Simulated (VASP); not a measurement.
Runs of VASP 6.6.1 on ZnCu. The structure is that of space group Pm-3m (No. 221), or close to it. The cells are those of the table. 

```tsv
cell	gap on the mesh (eV)	pressure (GPa)
a = 2.945 Å, 2 atoms	none	2.9
a = 2.864 Å, 2 atoms	none	16.0
a = 3.022 Å, 2 atoms	none	-5.2
a = 2.984 Å, 2 atoms	none	(a)
a = 2.905 Å, 2 atoms	none	(b)
```

Alike in all rows: task single point; level PBE; potentials or basis VASP PAW PBE potentials, release 64 (Zn, Cu); no spin polarisation; k mesh 10 × 10 × 10; cutoff (eV) 520; smearing fermi-dirac 0.2 eV.

**Question.** Fill in the values left out.

**Answer.** (a) -1.6; (b) 8.7.

A gap of «none» marks levels without a gap at the run's occupations.
